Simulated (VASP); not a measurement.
SiNi (zincblende type), 2 atoms in the cell. It takes space group F-43m (No. 216, cubic). The conventional cell has a = 4.446 Å, b = 4.446 Å, c = 4.446 Å, α = 90.00°, β = 90.00°, γ = 90.00°. Within 2.6 Å of Ni (site symmetry -43m) lie 4 Si at 1.93 Å. Si (site symmetry -43m) has 4 Ni at 1.93 Å within 2.6 Å. 

```yaml
Program: VASP 6.6.1
Task: single point
Functional: PBE
Potentials_or_basis: VASP PAW PBE potentials, release 64 (Ni, Si)
Cutoff: 520 eV
k_mesh: 14 × 14 × 14
Occupations: fermi-dirac, width 0.08 eV
Spin: no spin polarisation
Dipole_correction: no
Further_INCAR_settings: ALGO = Normal; EDIFF = 1e-06; NBANDS = 14
```

Potentials or basis: VASP PAW PBE potentials, release 64 (Ni, Si).

Command:

```sh
$ cat potpaw_PBE.64/Ni/POTCAR potpaw_PBE.64/Si/POTCAR > POTCAR
$ mpirun -np 1 vasp_std > vasp.out
```

Hardware: 1 thread of AMD EPYC 9R45 (Zen 5), on a shared host.

Question: How long does it take, and how much memory?

Answer: Wall time 18 s on 1 thread of AMD EPYC 9R45 (Zen 5) (shared host), peak memory 0.13 GiB. Counts: scf iterations 14, k points 104.
